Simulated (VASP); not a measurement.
Crystal: MnO.

```
CELL_PARAMETERS angstrom
2.96949 0.00000 0.00000
-1.48474 2.57165 0.00000
0.00000 0.00000 2.89807
ATOMIC_POSITIONS crystal
Mn 0.00000 0.00000 0.00000
O 0.66667 0.33333 0.50000
```

```yaml
Program: VASP 6.6.1
Task: relaxation of cell and atoms
Functional: RPBE
Dispersion: D3(BJ)
Potentials_or_basis: VASP PAW PBE potentials, release 64 (Mn_pv, O)
Cutoff: 600 eV
k_mesh: 10 × 10 × 9
Occupations: fermi-dirac, width 0.05 eV
Spin: collinear spin, ferromagnetic start
Starting_moments: "[4.0, 0.0] μB"
```

At the start: pressure -7.5 GPa; volume 11.07 Å³/atom.

Problem. Where does the relaxation end?

Solution. Over 8 steps the energy falls by 34.2 meV/atom and the volume is 10.24 Å³/atom (-7.5 %); space group P-6m2 (No. 187, to 0.05 Å); moment 4.55 μB per cell.

Step by step:
```
step  energy change (eV)  largest force (eV/Å)  pressure (GPa)  volume (Å³)
   1              0.0000                0.0000           -7.51        22.13
   2             -0.0660                0.0000            0.29        20.49
   3             -0.0674                0.0000           -0.71        20.69
   4             -0.0674                0.0000           -0.88        20.71
   5             -0.0683                0.0000           -0.32        20.56
   6             -0.0684                0.0000           -0.08        20.50
   7             -0.0684                0.0000           -0.06        20.49
   8             -0.0684                0.0000            0.05        20.48
```

Final structure:
```
CELL_PARAMETERS angstrom
2.93270 0.00000 0.00000
-1.46635 2.53979 0.00000
0.00000 0.00000 2.74941
ATOMIC_POSITIONS crystal
Mn 0.00000 0.00000 0.00000
O 0.66667 0.33333 0.50000
```

Caveat: the PAW data sets were made with another functional, which shifts forces and pressure a little; a cell with one magnetic atom can't hold antiferromagnetic order, which such compounds often take; pairwise dispersion overbinds metals, which lowers pressure and volume.
